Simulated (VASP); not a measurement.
Crystal: HfSiO4.

```
Hf Si O
1.0
    -3.32275    3.32275    3.00722
     3.32275   -3.32275    3.00722
     3.32275    3.32275   -3.00722
Hf Si O
2 2 8
Direct
  0.75000 0.25000 0.50000
  0.00000 0.00000 0.00000
  0.25000 0.75000 0.50000
  0.50000 0.50000 0.00000
  0.13474 0.31893 0.81581
  0.06893 0.75313 0.68419
  0.50313 0.31893 0.18419
  0.06893 0.38474 0.31581
  0.61526 0.93107 0.68419
  0.68107 0.86526 0.18419
  0.24687 0.93107 0.31581
  0.68107 0.49687 0.81581
```

```yaml
Program: VASP 6.6.1
Task: relaxation of cell and atoms
Functional: LDA
Potentials_or_basis: VASP PAW LDA potentials, release 64 (Hf_pv, Si, O)
Cutoff: 600 eV
k_mesh: 6 × 6 × 6
Occupations: fermi-dirac, width 0.02 eV
Spin: no spin polarisation
```

At the start: pressure -13.0 GPa; volume 11.07 Å³/atom.

Q: Where does the relaxation end?

A: Over 14 steps the energy falls by 28.1 meV/atom and the volume is 10.43 Å³/atom (-5.8 %); space group I4_1/amd (No. 141, to 0.1 Å) before and after.

Step by step:
```tsv
step	energy change (eV)	largest force (eV/Å)	pressure (GPa)	volume (Å³)
1	0.0000	0.2225	-12.96	132.81
2	0.2941	0.9149	23.38	116.33
3	-0.3170	0.4802	-0.02	125.58
4	-0.3171	0.4862	0.27	125.43
5	-0.3011	0.6967	0.01	124.74
6	-0.3355	0.0190	0.09	125.14
7	-0.3366	0.0116	-0.15	125.22
8	-0.3366	0.0099	-0.20	125.24
9	-0.3366	0.0101	-0.18	125.23
10	-0.3367	0.0188	0.16	125.07
11	-0.3367	0.0108	0.01	125.15
12	-0.3367	0.0064	0.01	125.13
13	-0.3367	0.0065	0.01	125.13
14	-0.3367	0.0008	0.00	125.14
```

Final structure:
```
Hf Si O
1.0
    -3.25209    3.25209    2.95807
     3.25209   -3.25209    2.95807
     3.25209    3.25209   -2.95807
Hf Si O
2 2 8
Direct
  0.75000 0.25000 0.50000
  0.00000 0.00000 0.00000
  0.25000 0.75000 0.50000
  0.50000 0.50000 0.00000
  0.13199 0.31749 0.81449
  0.06749 0.75300 0.68551
  0.50300 0.31749 0.18551
  0.06749 0.38199 0.31449
  0.61801 0.93251 0.68551
  0.68251 0.86801 0.18551
  0.24700 0.93251 0.31449
  0.68251 0.49700 0.81449
```
